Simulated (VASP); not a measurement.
Crystal: BeS.

```
Be S
1.0
     0.00000    2.43431    2.43431
     2.43431    0.00000    2.43431
     2.43431    2.43431    0.00000
Be S
1 1
Direct
  0.00000 0.00000 0.00000
  0.25000 0.25000 0.25000
```

Program: VASP 6.6.1. Alike in all runs: task single point; potentials or basis VASP PAW PBE potentials, release 64 (Be, S); no spin polarisation; cell as given; cutoff (eV) 520; smearing gaussian 0.01 eV.

Order these runs on this cell by their band gap on the k mesh, lowest first.
A. level PBE; k mesh 8 × 8 × 8
B. level r2SCAN; k mesh 6 × 6 × 6
C. level PBE0; k mesh 6 × 6 × 6; grid for exact exchange (PRECFOCK) Normal
D. level HSE06; k mesh 6 × 6 × 6; grid for exact exchange (PRECFOCK) Normal; screening parameter 0.2079 1/Å

A (3.14 eV), B (3.60 eV), D (4.08 eV), C (4.80 eV).

A k mesh can miss the band edges.
